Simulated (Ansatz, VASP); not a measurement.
## One calculation of InSb, two programs

```
CELL_PARAMETERS angstrom
0.00000 3.17432 3.23910
3.17432 0.00000 3.23910
3.17432 3.17432 0.00000
ATOMIC_POSITIONS crystal
In 0.00000 0.00000 0.00000
Sb 0.75000 0.75000 0.75000
```

Change from the starting cell: equal xx and yy strain of -2 %, PAW files.

Alike in both runs: task electric field gradients; functional LDA; k mesh 10 × 10 × 10; occupations fermi-dirac, width 0.03 eV; no spin polarisation.

|  | VASP | Ansatz |
| --- | --- | --- |
| version | VASP 6.6.1 | Ansatz 0.2.0 |
| potentials or method | VASP PAW LDA potentials, release 64 (In_d, Sb) | PAW with Ansatz's default frozen-core files, scalar-relativistic |
| plane-wave cutoff (eV) | 520 | 420 |
| valence electrons in the cell | 18 | 28 |

|  | VASP | Ansatz | Ansatz less VASP |
| --- | --- | --- | --- |
| pressure (GPa) | 1.5 | 1.3 | -0.11 |
| traceless stress, the component that is largest in VASP (GPa) | -0.40 | -0.40 | 0.000 |
| size of Vzz on the site where it differs most (V/Å²) | 5.3 | 5.8 | +0.54 |

LDA's correlation is that of Perdew and Zunger in VASP and of Perdew and Wang (1992) in Ansatz. VASP's potentials hold 18 valence electrons a cell and Ansatz's 28, so a difference there can come from the potentials and not from the codes.

Spin-orbit coupling is off throughout.
